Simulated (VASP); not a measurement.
# ZnS (F-43m) in VASP: further runs

Aim: see how the results for ZnS move with the level of theory and the settings. Levels: revPBE+D3(BJ), PBE-based screened hybrid with 25 % exact exchange. Tasks: single point.

Program: VASP 6.6.1. These are calculated values, not measurements. Logs are shortened: lines on timing, memory, paths and dates and some standing lists are left out, and cuts for length are marked.

**What was measured.**

“Electronic, vibrational, and thermodynamic properties of ZnS (zincblende and rocksalt structure)”, 2009, arxiv:0911.5022 quotes, for a bulk crystal of ZnS at 19 K: band gap 3.85 eV (direct).

The results are compared with them further down.

### Step 1. The cell of the first run

It takes space group F-43m (No. 216, cubic). The conventional cell has a = 5.404 Å, b = 5.404 Å, c = 5.404 Å, α = 90.00°, β = 90.00°, γ = 90.00°. Within 3.1 Å of Zn (site symmetry -43m) lie 4 S at 2.34 Å. S (site symmetry -43m) has 4 Zn at 2.34 Å within 3.1 Å.

### Step 2. Single point, revPBE+D3(BJ)

INCAR

```
SYSTEM = ZnS
ALGO = Normal
EDIFF = 1E-6
ENCUT = 500
GGA = RE
GGA_COMPAT = .FALSE.
ISIF = 2
ISMEAR = -1
IVDW = 12
LASPH = .TRUE.
LCHARG = .FALSE.
LREAL = .FALSE.
LWAVE = .FALSE.
NBANDS = 16
NELM = 120
PREC = Accurate
SIGMA = 0.1
```

KPOINTS

```
k-points
0
G
  9 9 9
  0 0 0
```

POSCAR

```
ZnS
1.0
    0.0000000000      2.7020000000      2.7020000000
    2.7020000000      0.0000000000      2.7020000000
    2.7020000000      2.7020000000      0.0000000000
Zn S
1 1
Direct
    0.2500000000      0.2500000000      0.2500000000
    0.0000000000      0.0000000000      0.0000000000
```

Potentials or basis: VASP PAW PBE potentials, release 64 (Zn, S).

On the command line:

```bash
cat potpaw_PBE.64/Zn/POTCAR potpaw_PBE.64/S/POTCAR > POTCAR
mpirun -np 1 vasp_std > vasp.out
```

OUTCAR:

```text
SYSTEM = ZnS
   EDIFF = 1E-6
   ENCUT = 500
   GGA = RE
   ISIF = 2
   ISMEAR = -1
   IVDW = 12
   LASPH = .TRUE.
   LREAL = .FALSE.
   NELM = 120
   PREC = Accurate
 IVDW          = 12

 ion  position               nearest neighbor table
   1  0.250  0.250  0.250-   2 2.34   2 2.34   2 2.34   2 2.34
   2  0.000  0.000  0.000-   1 2.34   1 2.34   1 2.34   1 2.34

  LATTYP: Found a face centered cubic cell.
 ALAT       =     5.4040000000

  Lattice vectors:

 A1 = (   0.0000000000,   2.7020000000,   2.7020000000)
 A2 = (   2.7020000000,   0.0000000000,   2.7020000000)
 A3 = (   2.7020000000,   2.7020000000,   0.0000000000)

Analysis of symmetry for initial positions (statically):
=====================================================================
 Subroutine PRICEL returns:
 Original cell was already a primitive cell.

 Routine SETGRP: Setting up the symmetry group for a
 face centered cubic supercell.

 Subroutine GETGRP returns: Found 24 space group operations
 (whereof 24 operations were pure point group operations)
 out of a pool of 48 trial point group operations.

The static configuration has the point symmetry T_d .

Analysis of symmetry for dynamics (positions and initial velocities):
=====================================================================
 Subroutine PRICEL returns:
 Original cell was already a primitive cell.

 Routine SETGRP: Setting up the symmetry group for a
 face centered cubic supercell.

 Subroutine GETGRP returns: Found 24 space group operations
 (whereof 24 operations were pure point group operations)
 out of a pool of 48 trial point group operations.

The dynamic configuration has the point symmetry T_d .

 Subroutine INISYM returns: Found 24 space group operations
 (whereof 24 operations are pure point group operations),
 and found     1 'primitive' translations

----------------------------------------------------------------------------------------

                                     Primitive cell

  volume of cell :      39.4535

  direct lattice vectors                    reciprocal lattice vectors
     0.000000000  2.702000000  2.702000000    -0.185048113  0.185048113  0.185048113
     2.702000000  0.000000000  2.702000000     0.185048113 -0.185048113  0.185048113
     2.702000000  2.702000000  0.000000000     0.185048113  0.185048113 -0.185048113

  length of vectors
[... 80 lines left out ...]
   ENCUT  =  500.0 eV  36.75 Ry    6.06 a.u.   6.97  6.97  6.97*2*pi/ulx,y,z
   NELM   =    120;   NELMIN=  2; NELMDL= -5     # of ELM steps
   EDIFF  = 0.1E-05   stopping-criterion for ELM
   LREAL  =      F    real-space projection
   EDIFFG = 0.1E-04   stopping-criterion for IOM
   NSW    =      0    number of steps for IOM
   IBRION =     -1    ionic relax: 0-MD 1-quasi-New 2-CG
   NFREE  =      0    steps in history (QN), initial steepest desc. (CG)
   ISIF   =      2    stress and relaxation
   ISYM   =      2    0-nonsym 1-usesym 2-fastsym
   POTIM  = 0.5000    time-step for ionic-motion
   TEBEG  =    0.0;   TEEND  =   0.0 temperature during run
   PSTRESS=    0.0 pullay stress
   NELECT =      18.0000    total number of electrons
   NUPDOWN=      -1.0000    fix difference up-down
   EMIN   =  10.00;   EMAX   =-10.00  energy-range for DOS
   EFERMI =   0.00;   METHOD = LEGACY
   ISMEAR =    -1;   SIGMA  =   0.10  broadening in eV -4-tet -1-fermi 0-gaus
   EFERMI_NEDOS =   21; number of points for ismear=-14 and -15
   IALGO  =     38    algorithm
   IMIX   =      4    mixing-type and parameters
     AMIX     =   0.40;   BMIX     =  1.00
     AMIX_MAG =   1.60;   BMIX_MAG =  1.00
  volume/ion in A,a.u.               =      19.73       133.12
  Fermi-wavevector in a.u.,A,eV,Ry     =   1.260290  2.381602 21.610537  1.588330
  Thomas-Fermi vector in A             =   2.393807
   LORBIT       =      0    0 simple, 1 ext, 2 COOP (PROOUT), +10 PAW based schemes
   GGA     = RE    functional components
   LHFCALC =     F    Hartree Fock is set to
   AEXX    =    0.0000 exact exchange contribution
   IVDW    =    12    specifies the selected vdW correction
   LEPSILON=     F    determine dielectric tensor
   LRPA    =     F    only Hartree local field effects (RPA)
 non-spin polarized calculation
  energy-cutoff  :      500.00
  volume of cell :       39.45
 maximum number of plane-waves:      1018
   NGX = 13   NGY = 13   NGZ = 13

 number of electron      18.0000000 magnetization

 Free energy of the ion-electron system (eV)
  ---------------------------------------------------
  ext. energy  EPLUGINS =         0.00000000
  ---------------------------------------------------
  free energy    TOTEN  =        -6.26279008 eV

  energy without entropy =       -6.26278975  energy(sigma->0) =       -6.26278992

 E-fermi :   3.4310     XC(G=0):  -9.4690

 val. band max:        2.1896645586   @ k =   0.0000   0.0000   0.0000
 cond. band min:       4.4262775335   @ k =   0.0000   0.0000   0.0000
 fundamental gap:      2.2366129750
 Fermi energy:         3.4309578589

 k-point     1 :       0.0000    0.0000    0.0000
  band No.  band energies     occupation
      1     -10.9387      2.00000
      2      -4.1157      2.00000
      3      -4.1157      2.00000
      4      -4.1157      2.00000
      5      -3.6137      2.00000
      6      -3.6137      2.00000
[... 433 lines left out ...]
      3      -3.7851      2.00000
      4      -3.7851      2.00000
      5      -3.5403      2.00000
      6      -3.4548      2.00000
[... 8 lines left out ...]
     15      15.7689      0.00000
     16      17.2456      0.00000

 [... further k-points ...]

------------------------ aborting loop because EDIFF is reached ----------------------------------------

 Edisp (eV)   -1.20697

 E8    (eV) :    -0.8068

  FORCE on cell =-STRESS in cart. coord.  units (eV):
  Direction    XX          YY          ZZ          XY          YZ          ZX
  --------------------------------------------------------------------------------------
  -------------------------------------------------------------------------------------
  Total      -0.50021    -0.50021    -0.50021     0.00000    -0.00000     0.00000
  in kB     -20.31319   -20.31319   -20.31319     0.00000    -0.00000     0.00000
  external pressure =      -20.31 kB  Pullay stress =        0.00 kB

 VOLUME and BASIS-vectors are now :
 -----------------------------------------------------------------------------
  energy-cutoff  :      500.00
  volume of cell :       39.45
      direct lattice vectors                 reciprocal lattice vectors
     0.000000000  2.702000000  2.702000000    -0.185048113  0.185048113  0.185048113
     2.702000000  0.000000000  2.702000000     0.185048113 -0.185048113  0.185048113
     2.702000000  2.702000000  0.000000000     0.185048113  0.185048113 -0.185048113

 POSITION                                       TOTAL-FORCE (eV/Angst)
 -----------------------------------------------------------------------------------
      1.35100      1.35100      1.35100        -0.000000      0.000000      0.000000
      0.00000      0.00000      0.00000         0.000000     -0.000000     -0.000000
 -----------------------------------------------------------------------------------
    total drift:                               -0.000000     -0.000000     -0.000000

  FREE ENERGIE OF THE ION-ELECTRON SYSTEM (eV)
  ---------------------------------------------------
  free  energy   TOTEN  =        -7.4697571932 eV

  energy  without entropy=       -7.4697568544  energy(sigma->0) =       -7.46975702
```

Wall time 19 s (1 thread of AMD EPYC 7R43 (Zen 3), shared host); peak memory 0.14 GiB.

Results:

```yaml
Free_energy: -7.4698 eV
Pressure: -2.0 GPa
Band_gap_on_the_k_mesh: 2.24 eV
Dispersion_energy_per_atom: -0.603 eV
```

Caveat: three body term missing; the PAW data sets were made with another functional, which shifts forces and pressure a little. As with any semilocal functional, this revPBE gap is likely too small.

### Step 3. Single point, PBE-based screened hybrid with 25 % exact exchange

POSCAR is that of step 2.

INCAR.step1

```
SYSTEM = ZnS
ALGO = Normal
EDIFF = 1E-5
ENCUT = 400
GGA = PE
GGA_COMPAT = .False.
ISIF = 2
ISMEAR = 0
LASPH = .True.
LCHARG = .False.
LREAL = .False.
LWAVE = .True.
NBANDS = 16
NELM = 120
PREC = Accurate
SIGMA = 0.1
```

INCAR.step2

```
SYSTEM = ZnS
AEXX = 0.25
ALGO = Normal
EDIFF = 1E-6
ENCUT = 400
GGA = PE
GGA_COMPAT = .False.
HFSCREEN = 0.3
ISIF = 2
ISMEAR = 0
ISTART = 1
LASPH = .True.
LCHARG = .False.
LHFCALC = .True.
LREAL = .False.
LWAVE = .False.
NBANDS = 16
NELM = 120
PREC = Accurate
PRECFOCK = Normal
SIGMA = 0.1
```

KPOINTS

```
k-points
0
Gamma
  6 6 6
  0 0 0
```

Potentials or basis: VASP PAW PBE potentials, release 64 (Zn, S).

On the command line:

```bash
cat potpaw_PBE.64/Zn/POTCAR potpaw_PBE.64/S/POTCAR > POTCAR
cp INCAR.step1 INCAR
mpirun -np 1 vasp_std > vasp.out
cp INCAR.step2 INCAR
mpirun -np 1 vasp_std > vasp.out
```

OUTCAR:

```text
SYSTEM = ZnS
   AEXX = 0.25
   EDIFF = 1E-6
   ENCUT = 400
   GGA = PE
   HFSCREEN = 0.3
   ISIF = 2
   ISMEAR = 0
   ISTART = 1
   LASPH = .True.
   LHFCALC = .True.
   LREAL = .False.
   NELM = 120
   PREC = Accurate
   PRECFOCK = Normal

 ion  position               nearest neighbor table
   1  0.250  0.250  0.250-   2 2.34   2 2.34   2 2.34   2 2.34
   2  0.000  0.000  0.000-   1 2.34   1 2.34   1 2.34   1 2.34

  LATTYP: Found a face centered cubic cell.
 ALAT       =     5.4040000000

  Lattice vectors:

 A1 = (   0.0000000000,   2.7020000000,   2.7020000000)
 A2 = (   2.7020000000,   0.0000000000,   2.7020000000)
 A3 = (   2.7020000000,   2.7020000000,   0.0000000000)

Analysis of symmetry for initial positions (statically):
=====================================================================
 Subroutine PRICEL returns:
 Original cell was already a primitive cell.

 Routine SETGRP: Setting up the symmetry group for a
 face centered cubic supercell.

 Subroutine GETGRP returns: Found 24 space group operations
 (whereof 24 operations were pure point group operations)
 out of a pool of 48 trial point group operations.

The static configuration has the point symmetry T_d .

Analysis of symmetry for dynamics (positions and initial velocities):
=====================================================================
 Subroutine PRICEL returns:
 Original cell was already a primitive cell.

 Routine SETGRP: Setting up the symmetry group for a
 face centered cubic supercell.

 Subroutine GETGRP returns: Found 24 space group operations
 (whereof 24 operations were pure point group operations)
 out of a pool of 48 trial point group operations.

The dynamic configuration has the point symmetry T_d .

 Subroutine INISYM returns: Found 24 space group operations
 (whereof 24 operations are pure point group operations),
 and found     1 'primitive' translations

----------------------------------------------------------------------------------------

                                     Primitive cell

  volume of cell :      39.4535

  direct lattice vectors                    reciprocal lattice vectors
     0.000000000  2.702000000  2.702000000    -0.185048113  0.185048113  0.185048113
     2.702000000  0.000000000  2.702000000     0.185048113 -0.185048113  0.185048113
     2.702000000  2.702000000  0.000000000     0.185048113  0.185048113 -0.185048113

  length of vectors
     3.821205046  3.821205046  3.821205046     0.320512733  0.320512733  0.320512733

  position of ions in fractional coordinates (direct lattice)
     0.250000000  0.250000000  0.250000000
     0.000000000  0.000000000  0.000000000

  ion indices of the primitive-cell ions
   primitive index   ion index
                 1           1
                 2           2

----------------------------------------------------------------------------------------

 KPOINTS: k-points

Automatic generation of k-mesh.
[... 23 lines left out ...]
  0.000000  0.000000  0.000000      1.000000
  0.166667  0.000000  0.000000      8.000000
  0.333333  0.000000  0.000000      8.000000
  0.500000  0.000000  0.000000      4.000000
  0.166667  0.166667  0.000000      6.000000
  0.333333  0.166667  0.000000     24.000000
[... 8 lines left out ...]
 -0.333333  0.333333  0.166667     24.000000
 -0.333333  0.500000  0.166667     12.000000
   k-points           NKPTS =     16   k-points in BZ     NKDIM =    216   number of bands    NBANDS=     16
   number of dos      NEDOS =    301   number of ions     NIONS =      2
   total plane-waves  NPLWV =  21952
   dimension x,y,z NGX =    28 NGY =   28 NGZ =   28
   dimension x,y,z NGXF=    56 NGYF=   56 NGZF=   56
   ions per type =               1   1
   NGX,Y,Z   is equivalent  to a cutoff of  12.18, 12.18, 12.18 a.u.
   NGXF,Y,Z  is equivalent  to a cutoff of  24.36, 24.36, 24.36 a.u.
 SYSTEM =  ZnS
   PREC   = accura    normal or accurate (medium, high low for compatibility)
   ISTART =      1    job   : 0-new  1-cont  2-samecut
   ICHARG =      0    charge: 1-file 2-atom 10-const
   ISPIN  =      1    spin polarized calculation?
   LNONCOLLINEAR =      F non collinear calculations
   LSORBIT =      F    spin-orbit coupling
   LASPH  =      T    aspherical Exc in radial PAW
   ENCUT  =  400.0 eV  29.40 Ry    5.42 a.u.   6.23  6.23  6.23*2*pi/ulx,y,z
   NELM   =    120;   NELMIN=  2; NELMDL=  0     # of ELM steps
   EDIFF  = 0.1E-05   stopping-criterion for ELM
   LREAL  =      F    real-space projection
   EDIFFG = 0.1E-04   stopping-criterion for IOM
   NSW    =      0    number of steps for IOM
   IBRION =     -1    ionic relax: 0-MD 1-quasi-New 2-CG
   NFREE  =      0    steps in history (QN), initial steepest desc. (CG)
   ISIF   =      2    stress and relaxation
   ISYM   =      3    0-nonsym 1-usesym 2-fastsym
   POTIM  = 0.5000    time-step for ionic-motion
   TEBEG  =    0.0;   TEEND  =   0.0 temperature during run
   PSTRESS=    0.0 pullay stress
   NELECT =      18.0000    total number of electrons
   NUPDOWN=      -1.0000    fix difference up-down
   EMIN   =  10.00;   EMAX   =-10.00  energy-range for DOS
   EFERMI =   0.00;   METHOD = LEGACY
   ISMEAR =     0;   SIGMA  =   0.10  broadening in eV -4-tet -1-fermi 0-gaus
   EFERMI_NEDOS =   21; number of points for ismear=-14 and -15
   IALGO  =     38    algorithm
   IMIX   =      1    mixing-type and parameters
     AMIX     =   0.40;   BMIX     =  1.00
     AMIX_MAG =   1.60;   BMIX_MAG =  1.00
  volume/ion in A,a.u.               =      19.73       133.12
  Fermi-wavevector in a.u.,A,eV,Ry     =   1.260290  2.381602 21.610537  1.588330
  Thomas-Fermi vector in A             =   2.393807
   LORBIT       =      0    0 simple, 1 ext, 2 COOP (PROOUT), +10 PAW based schemes
   GGA     = PE    functional components
   LHFCALC =     T    Hartree Fock is set to
   PRECFOCK=normal    Normal, Fast or Accurate (Low or Medium for compatibility)
   ENCUT4O =  -1.0   cutoff for four orbital integrals eV
   NKREDX  =     1    reduce k-point grid by
   NKREDY  =     1    reduce k-point grid by
   NKREDZ  =     1    reduce k-point grid by
   AEXX    =    0.2500 exact exchange contribution
   HFSCREEN=    0.3000 screening length (either q_TF or 0.3 A-1)
   HFSCREENC=   0.3000 screening length for correlation (either q_TF or 0.3 A-1)
   ENCUTFOCK=  -1.0 apply spherical cutoff to Coloumb kernel
   IVDW    =     0    specifies the selected vdW correction
   LEPSILON=     F    determine dielectric tensor
   LRPA    =     F    only Hartree local field effects (RPA)
 non-spin polarized calculation
 Gauss-broadening in eV      SIGMA  =   0.10
  energy-cutoff  :      400.00
  volume of cell :       39.45
 maximum number of plane-waves:       725
 NGX is ok and might be reduce to    28
  NGX = 20; NGY = 20; NGZ = 20

 number of electron      18.0000000 magnetization

 Free energy of the ion-electron system (eV)
  ---------------------------------------------------
  ext. energy  EPLUGINS =         0.00000000
  ---------------------------------------------------
  free energy    TOTEN  =        -8.14631027 eV

  energy without entropy =       -8.14631027  energy(sigma->0) =       -8.14631027

 E-fermi :   1.9602     XC(G=0):  -8.1138

 val. band max:        1.5014165427   @ k =   0.0000   0.0000   0.0000
 cond. band min:       4.6224346606   @ k =   0.0000   0.0000   0.0000
 fundamental gap:      3.1210181179
 Fermi energy:         1.9602489036

 k-point     1 :       0.0000    0.0000    0.0000
  band No.  band energies     occupation
      1     -12.7391      2.00000
      2      -6.2768      2.00000
      3      -6.2768      2.00000
      4      -6.2768      2.00000
      5      -5.8330      2.00000
      6      -5.8330      2.00000
[... 281 lines left out ...]
      3      -6.0230      2.00000
      4      -5.9213      2.00000
      5      -5.8076      2.00000
      6      -5.4305      2.00000
[... 8 lines left out ...]
     15      16.8279      0.00000
     16      17.6429      0.00000

------------------------ aborting loop because EDIFF is reached ----------------------------------------

  FORCE on cell =-STRESS in cart. coord.  units (eV):
  Direction    XX          YY          ZZ          XY          YZ          ZX
  --------------------------------------------------------------------------------------
  -------------------------------------------------------------------------------------
  Total        0.1915373      0.1915373      0.1915373     -0.0000000      0.0000000      0.0000000
  in kB        7.7781783      7.7781783      7.7781783     -0.0000000      0.0000000      0.0000000
  external PRESSURE =       7.7781783 kB  Pullay stress =       0.0000000 kB

 VOLUME and BASIS-vectors are now :
 -----------------------------------------------------------------------------
  energy-cutoff  :      400.00
  volume of cell :       39.45
      direct lattice vectors                 reciprocal lattice vectors
     0.000000000  2.702000000  2.702000000    -0.185048113  0.185048113  0.185048113
     2.702000000  0.000000000  2.702000000     0.185048113 -0.185048113  0.185048113
     2.702000000  2.702000000  0.000000000     0.185048113  0.185048113 -0.185048113

 POSITION                                       TOTAL-FORCE (eV/Angst)
 -----------------------------------------------------------------------------------
      1.35100      1.35100      1.35100        -0.000000     -0.000000     -0.000000
      0.00000      0.00000      0.00000         0.000000      0.000000      0.000000
 -----------------------------------------------------------------------------------
    total drift:                               -0.000157     -0.000101     -0.000082

  FREE ENERGIE OF THE ION-ELECTRON SYSTEM (eV)
  ---------------------------------------------------
  free  energy   TOTEN  =        -8.1463102740 eV

  energy  without entropy=       -8.1463102740  energy(sigma->0) =       -8.14631027
```

It took 35 min on 1 thread of AMD EPYC 7R43 (Zen 3), shared host; peak memory 0.23 GiB.

Results:

```yaml
Free_energy: -8.1463 eV
Pressure: 0.8 GPa
Band_gap_on_the_k_mesh: 3.12 eV
```

Caveat: the PAW data sets were made with another functional, which shifts forces and pressure a little.

### Step 4. How close it comes

Step 3. Measured gap of ZnS: 3.85 eV (direct; 19 K; quoted in “Electronic, vibrational, and thermodynamic properties of ZnS (zincblende and rocksalt structure)”, 2009, arxiv:0911.5022). This calculation gives 3.12 eV (-0.73 eV). The value is that of PBE-based screened hybrid with 25 % exact exchange, without temperature or zero-point motion.
